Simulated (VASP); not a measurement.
Set up this calculation in VASP 6.6.1, as the native input.

```yaml
Task: single point
Functional: PBE
Potentials_or_basis: VASP PAW PBE potentials, release 64 (Al, Ni)
Cutoff: 520 eV
k_mesh: 16 × 16 × 16
Occupations: gaussian, width 0.15 eV
Spin: no spin polarisation
Dipole_correction: no
Further_INCAR_settings: ALGO = Fast; EDIFF = 1e-07; NBANDS = 14
```

The structure of AlNi lies in POSCAR:

```
AlNi
1.0
    2.8927237805      0.0000000000      0.0000000000
    0.0000000000      2.8927237805      0.0000000000
    0.0000000000      0.0000000000      2.8927237805
Al Ni
1 1
Direct
   -0.0345694949     -0.0276555959      0.0000000000
    0.5158917043      0.5127133634      0.5000000000
```

This cell differs from its parent crystal: atoms displaced along several vibrational modes.

The input as run:

INCAR

```
  PREC = Accurate
  ENCUT = 520
  EDIFF = 1E-7
  ISMEAR = 0
  SIGMA = 0.15
  LREAL = F
  LASPH = T
  NELM = 80
  ALGO = Fast
  ISIF = 2
  LWAVE = F
  LCHARG = F
  GGA = PE
  NBANDS = 14
```

KPOINTS

```
regular mesh
0
Gamma
  16 16 16
```

Potentials or basis: VASP PAW PBE potentials, release 64 (Al, Ni).

Launch:

```sh
$ cat potpaw_PBE.64/Al/POTCAR potpaw_PBE.64/Ni/POTCAR > POTCAR
$ mpirun -np 1 vasp_std > vasp.out
```

It gave:

```json
{
 "Pressure": "2.3 GPa",
 "Largest force": "1.125 eV/Å",
 "Band gap on the k mesh": "zero (an odd number of electrons rules out a gap without spin polarisation)"
}
```

Caveat: the cell differs from its parent crystal (atoms displaced along several vibrational modes); forces of over 1 eV/Å act on the atoms, so gaps and moduli don't describe the material at rest.

It took 5.5 min on 1 thread of Intel(R) Xeon(R) Platinum 8259CL CPU @ 2.50GHz (Skylake/Cascade Lake) (shared host), peak memory 0.5 GiB.
